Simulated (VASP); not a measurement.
A run of VASP 6.6.1 is set up as follows.

Contents of INCAR:

```
ALGO = Normal
EDIFF = 1E-6
ENCUT = 520
GGA = PE
ISIF = 2
ISMEAR = 0
ISPIN = 2
LASPH = T
LCHARG = T
LELF = T
LMAXMIX = 4
LORBIT = 11
LREAL = F
LVHAR = T
LWAVE = F
MAGMOM = 0 3.9 3.9 3.9
NBANDS = 36
NELM = 150
PREC = Accurate
SIGMA = 0.05
```

KPOINTS

```
k-points
0
Gamma
  8 8 8
```

File POSCAR:

```
SrMn3
1.0
    4.2779027837      0.0000000000      0.0000000000
    0.0000000000      4.2779027837      0.0000000000
    0.0000000000      0.0000000000      4.2779027837
Sr Mn
1 3
Direct
    0.0000000000      0.0000000000      0.0000000000
    0.0000000000      0.5000000000      0.5000000000
    0.5000000000      0.5000000000      0.0000000000
    0.5000000000      0.0000000000      0.5000000000
```

Potentials or basis: VASP PAW PBE potentials, release 64 (Sr_sv, Mn_pv).

The run is started by

```console
$ cat potpaw_PBE.64/Sr_sv/POTCAR potpaw_PBE.64/Mn_pv/POTCAR > POTCAR
$ mpirun -np 1 vasp_std > vasp.out
```

**Question.** Estimate the net moment.

**Answer.** 10.65 μB per cell.

**Question.** What does it give for the site moments?

**Answer.** Sr -0.07; Mn +3.47 μB.
